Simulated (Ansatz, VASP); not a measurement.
## Na: VASP beside Ansatz

File INCAR:

```
SYSTEM = Na
PREC = Accurate
ENCUT = 520
EDIFF = 1E-6
ISMEAR = -1
SIGMA = 0.05
LREAL = .FALSE.
LASPH = .TRUE.
NELM = 80
ALGO = Normal
ISIF = 2
LWAVE = .FALSE.
LCHARG = .FALSE.
GGA = PE
NBANDS = 10
```

KPOINTS

```
Automatic mesh
0
G
  12 12 12
  0 0 0
```

File POSCAR:

```
Na
1.0
   -2.1315235875      2.1315235875      2.1315235875
    2.1315235875     -2.1315235875      2.1315235875
    2.1315235875      2.1315235875     -2.1315235875
Na
1
Direct
    0.0000000000      0.0000000000      0.0000000000
```

Input for Ansatz:

```yaml
crystal:
  lattice:
    - [-2.1315235875, 2.1315235875, 2.1315235875]
    - [2.1315235875, -2.1315235875, 2.1315235875]
    - [2.1315235875, 2.1315235875, -2.1315235875]
  atoms:
    - { symbol: Na, position: [0.0, 0.0, 0.0] }
kpoints:
  mp_grid: { grid: [12, 12, 12] }
  band_path:
    path:
      - [0.0, 0.0, 0.0]
      - [0.5, -0.5, 0.5]
      - [0.0, 0.0, 0.5]
      - [0.0, 0.0, 0.0]
      - [0.25, 0.25, 0.25]
      - [0.5, -0.5, 0.5]
      - [0.25, 0.25, 0.25]
      - [0.0, 0.0, 0.5]
    npoints: 5
scf:
  occupations: { method: fermi_dirac, width: 0.05 }
hamiltonian:
  xc: pbe
  pseudopotentials: { kind: all_electron, lapw: { basis_error: 0.00025 } }
output:
  forces: true
  stress: true
  eigenvalues: true
```

Change from the starting cell: volume scaled by 1.02.

Alike in both runs: task single point; functional PBE; k mesh 12 × 12 × 12; occupations fermi-dirac, width 0.05 eV; no spin polarisation.

|  | VASP | Ansatz |
| --- | --- | --- |
| version | VASP 6.6.1 | Ansatz 0.2.0 |
| potentials or method | VASP PAW PBE potentials, release 64 (Na_pv), cutoff 520 eV | all-electron LAPW, scalar-relativistic |

```csv
,VASP,Ansatz,Ansatz less VASP
pressure (GPa),-0.4,-0.3,+0.03
```

Ansatz ran all-electron here, and VASP with PAW potentials.
